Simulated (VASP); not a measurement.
Input of a VASP 6.6.1 run:

Contents of INCAR:

```
SYSTEM = Si2W
ALGO = Normal
EDIFF = 1E-6
ENCUT = 520
GGA = PS
ISIF = 2
ISMEAR = -1
LASPH = .TRUE.
LCHARG = .FALSE.
LREAL = .FALSE.
LWAVE = .FALSE.
NBANDS = 18
NELM = 80
PREC = Accurate
SIGMA = 0.05
```

KPOINTS

```
k-points
0
G
  10 10 10
  0 0 0
```

Contents of POSCAR:

```
Si2W
1.0
   -1.6069000000      1.6069000000      3.9540995000
    1.6069000000     -1.6069000000      3.9540995000
    1.6069000000      1.6069000000     -3.9540995000
W Si
1 2
Direct
    0.0000000000      0.0000000000      0.0000000000
    0.6653000000      0.6653000000      0.0000000000
    0.3347000000      0.3347000000      0.0000000000
```

Potentials or basis: VASP PAW PBE potentials, release 64 (W_sv, Si).

Launch:

```sh
$ cat potpaw_PBE.64/W_sv/POTCAR potpaw_PBE.64/Si/POTCAR > POTCAR
$ mpirun -np 1 vasp_std > vasp.out
```

Question: Predict the band gap on the k mesh.

Answer: Zero (band 11 reaches 12.49 eV, above the bottom of band 12 at 11.19 eV).

Question: What does it give for the pressure?

Answer: -4.1 GPa.

Question: Estimate the largest force.

Answer: 0.029 eV/Å.

Forces on the atoms (eV/Å):
```
W    0.000  0.000  0.000
Si   0.000  0.000 -0.029
Si   0.000  0.000  0.029
```

Caveat: the PAW data sets were made with another functional, which shifts forces and pressure a little; spin-orbit coupling is left out, which moves the levels of the heavy elements.
